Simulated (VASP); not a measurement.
# Ni (I4/mmm) in VASP: single point with PBE

Aim: the single point of Ni with PBE.

Everything below comes from runs of VASP 6.6.1. Logs are shortened: lines on timing, memory, paths and dates and some standing lists are left out, and cuts for length are marked.

## (1) The cell of the first run

It takes space group I4/mmm (No. 139, tetragonal). Conventional cell: a = 2.675 Å, b = 2.675 Å, c = 2.961 Å, α = 90.00°, β = 90.00°, γ = 90.00°. Within 3.2 Å of Ni (site symmetry 4/mmm) lie 14 Ni at 2.40 to 2.96 Å.

## (2) Single point, PBE, collinear spin, ferromagnetic start (stretched by +7 % along [0.0, 0.0, 1.0] at fixed volume)

Contents of INCAR:

```
ALGO = Normal
EDIFF = 1E-6
ENCUT = 690
GGA = PE
GGA_COMPAT = F
ISIF = 2
ISMEAR = -1
ISPIN = 2
LASPH = T
LCHARG = T
LELF = T
LMAXMIX = 4
LORBIT = 11
LREAL = F
LVHAR = T
LWAVE = F
MAGMOM = 1.5
NBANDS = 19
NELM = 200
PREC = Accurate
SIGMA = 0.05
```

Contents of KPOINTS:

```
k-points
0
Gamma
  16 16 16
```

Contents of POSCAR:

```
Ni
1.0
   -1.3376882352      1.3376882352      1.4805755529
    1.3376882352     -1.3376882352      1.4805755529
    1.3376882352      1.3376882352     -1.4805755529
Ni
1
Direct
    0.0000000000      0.0000000000      0.0000000000
```

Potentials or basis: VASP PAW PBE potentials, release 64 (Ni_sv_GW).

On the command line:

```console
cat potpaw_PBE.64/Ni_sv_GW/POTCAR > POTCAR
mpirun -np 1 vasp_std > vasp.out
```

OUTCAR:

```text
EDIFF = 1E-6
   ENCUT = 690
   GGA = PE
   ISIF = 2
   ISMEAR = -1
   ISPIN = 2
   LASPH = T
   LORBIT = 11
   LREAL = F
   NELM = 200
   PREC = Accurate

 ion  position               nearest neighbor table
   1  0.000  0.000  0.000-

  LATTYP: Found a body centered tetragonal cell.
 ALAT       =     2.6753764704
 C/A-ratio  =     1.1068166064

  Lattice vectors:

 A1 = (  -1.3376882352,   1.3376882352,   1.4805755529)
 A2 = (   1.3376882352,  -1.3376882352,   1.4805755529)
 A3 = (   1.3376882352,   1.3376882352,  -1.4805755529)

Analysis of symmetry for initial positions (statically):
=====================================================================
 Subroutine PRICEL returns:
 Original cell was already a primitive cell.

 Routine SETGRP: Setting up the symmetry group for a
 body centered tetragonal supercell.

 Subroutine GETGRP returns: Found 16 space group operations
 (whereof 16 operations were pure point group operations)
 out of a pool of 16 trial point group operations.

The static configuration has the point symmetry D_4h.

Analysis of symmetry for dynamics (positions and initial velocities):
=====================================================================
 Subroutine PRICEL returns:
 Original cell was already a primitive cell.

 Routine SETGRP: Setting up the symmetry group for a
 body centered tetragonal supercell.

 Subroutine GETGRP returns: Found 16 space group operations
 (whereof 16 operations were pure point group operations)
 out of a pool of 16 trial point group operations.

The dynamic configuration has the point symmetry D_4h.

Analysis of structural, dynamic, and magnetic symmetry:
=====================================================================
 Subroutine PRICEL returns:
 Original cell was already a primitive cell.

 Routine SETGRP: Setting up the symmetry group for a
 body centered tetragonal supercell.

 Subroutine GETGRP returns: Found 16 space group operations
 (whereof 16 operations were pure point group operations)
 out of a pool of 16 trial point group operations.

The overall configuration has the point symmetry D_4h.

 Subroutine INISYM returns: Found 16 space group operations
 (whereof 16 operations are pure point group operations),
 and found     1 'primitive' translations

----------------------------------------------------------------------------------------

                                     Primitive cell

  volume of cell :      10.5974

  direct lattice vectors                    reciprocal lattice vectors
[... 100 lines left out ...]
   ISMEAR =    -1;   SIGMA  =   0.05  broadening in eV -4-tet -1-fermi 0-gaus
   EFERMI_NEDOS =   21; number of points for ismear=-14 and -15
   IALGO  =     38    algorithm
   IMIX   =      4    mixing-type and parameters
     AMIX     =   0.40;   BMIX     =  1.00
     AMIX_MAG =   1.60;   BMIX_MAG =  1.00
  volume/ion in A,a.u.               =      10.60        71.51
  Fermi-wavevector in a.u.,A,eV,Ry     =   1.953285  3.691173 51.910593  3.815321
  Thomas-Fermi vector in A             =   2.980140
   LORBIT       =     11    0 simple, 1 ext, 2 COOP (PROOUT), +10 PAW based schemes
   GGA     = PE    functional components
   LHFCALC =     F    Hartree Fock is set to
   AEXX    =    0.0000 exact exchange contribution
   IVDW    =     0    specifies the selected vdW correction
   LEPSILON=     F    determine dielectric tensor
   LRPA    =     F    only Hartree local field effects (RPA)
 spin polarized calculation
  energy-cutoff  :      690.00
  volume of cell :       10.60
 maximum number of plane-waves:       448
 NGX is ok and might be reduce to    24
   NGX = 11   NGY = 11   NGZ = 11

 number of electron      17.9999992 magnetization       0.5813095

 Free energy of the ion-electron system (eV)
  ---------------------------------------------------
  ext. energy  EPLUGINS =         0.00000000
  ---------------------------------------------------
  free energy    TOTEN  =        -6.34106906 eV

  energy without entropy =       -6.32789189  energy(sigma->0) =       -6.33448048

 E-fermi :   8.0882     XC(G=0): -14.0407

 val. band max:        8.0854399193   @ k =  -0.4375   0.1875   0.0000
 cond. band min:       8.0942476574   @ k =   0.3750   0.3750   0.0625
 fundamental gap:      0.0088077381
 Fermi energy:         8.0882056848

 spin component 1

 k-point     1 :       0.0000    0.0000    0.0000
  band No.  band energies     occupation
      1     -95.4358      1.00000
      2     -55.6962      1.00000
      3     -55.6962      1.00000
      4     -55.6440      1.00000
      5      -1.1154      1.00000
      6       5.5335      1.00000
[... 517 lines left out ...]
     18      41.7082      0.00000
     19      42.1665      0.00000

 [... further k-points ...]

 spin component 2

 k-point     1 :       0.0000    0.0000    0.0000
  band No.  band energies     occupation
      1     -94.6712      1.00000
      2     -54.9437      1.00000
      3     -54.9437      1.00000
      4     -54.9061      1.00000
      5      -1.1369      1.00000
      6       6.2545      1.00000
[... 517 lines left out ...]
     18      41.6820      0.00000
     19      42.3216      0.00000

 [... further k-points ...]

------------------------ aborting loop because EDIFF is reached ----------------------------------------

  FORCE on cell =-STRESS in cart. coord.  units (eV):
  Direction    XX          YY          ZZ          XY          YZ          ZX
  --------------------------------------------------------------------------------------
  -------------------------------------------------------------------------------------
  Total        0.2447731      0.2447731      0.7642833      0.0000000      0.0000000      0.0000000
  in kB       37.0061455     37.0061455    115.5485649      0.0000000      0.0000000      0.0000000
  external PRESSURE =      63.1869520 kB  Pullay stress =       0.0000000 kB

 VOLUME and BASIS-vectors are now :
 -----------------------------------------------------------------------------
  energy-cutoff  :      690.00
  volume of cell :       10.60
      direct lattice vectors                 reciprocal lattice vectors
    -1.337688235  1.337688235  1.480575553     0.000000000  0.373779171  0.337706508
     1.337688235 -1.337688235  1.480575553     0.373779171  0.000000000  0.337706508
     1.337688235  1.337688235 -1.480575553     0.373779171  0.373779171  0.000000000

 POSITION                                       TOTAL-FORCE (eV/Angst)
 -----------------------------------------------------------------------------------
      0.00000      0.00000      0.00000         0.000000     -0.000000      0.000000
 -----------------------------------------------------------------------------------
    total drift:                                0.000000      0.000000      0.000000

  FREE ENERGIE OF THE ION-ELECTRON SYSTEM (eV)
  ---------------------------------------------------
  free  energy   TOTEN  =        -6.3410690605 eV

  energy  without entropy=       -6.3278918943  energy(sigma->0) =       -6.33448048

 total charge

# of ion       s       p       d       f       tot
--------------------------------------------------
    1        2.243   6.303   7.824   0.006  16.375

 magnetization (x)

# of ion       s       p       d       f       tot
--------------------------------------------------
    1       -0.001  -0.012   0.626  -0.000   0.613
```

Wall time 3 min (1 thread of Intel Xeon Platinum 8259CL at 2.50GHz (Skylake/Cascade Lake), shared host); peak memory 0.31 GiB.

What came out:

* Free energy: -6.3411 eV
* Pressure: 6.3 GPa
* Net moment: 0.58 μB per cell
* Site moments: Ni +0.61 μB
* Valence electrons inside the program's atomic spheres: Ni 16.38

Levels at points of the mesh, in eV from the Fermi level:
Spin up:
```
           k point  band 5  band 6  band 7  band 8  band 9  band 10  band 11  band 12  band 13  band 14
(0.00, 0.00, 0.00)   -9.20   -2.55   -2.55   -2.04   -1.34    -0.74    25.08    27.04    27.04    30.72
(0.50, 0.00, 0.00)   -4.88   -3.14   -1.38   -0.74   -0.14    -0.11     6.26    20.08    21.48    24.77
(0.50, 0.50, 0.00)   -4.81   -3.78   -0.70   -0.67   -0.06     0.73     7.41    17.65    18.32    22.37
(0.50, 0.50, 0.50)   -4.48   -4.38   -0.37   -0.28   -0.28     7.27    11.25    11.25    14.19    16.88
```
Spin down:
```tsv
k point	band 5	band 6	band 7	band 8	band 9	band 10	band 11	band 12	band 13	band 14
(0.00, 0.00, 0.00)	-9.23	-1.83	-1.83	-1.41	-0.73	-0.25	24.96	26.95	26.95	30.71
(0.50, 0.00, 0.00)	-4.49	-2.52	-0.82	-0.15	-0.14	0.64	6.66	20.00	21.59	24.91
(0.50, 0.50, 0.00)	-4.47	-3.15	-0.12	-0.05	0.69	0.78	7.72	17.61	18.40	22.55
(0.50, 0.50, 0.50)	-4.18	-3.95	0.33	0.55	0.55	7.28	11.27	11.27	14.33	17.04
```

Caveat: the stress differs along the axes, from 4 to 12 GPa.
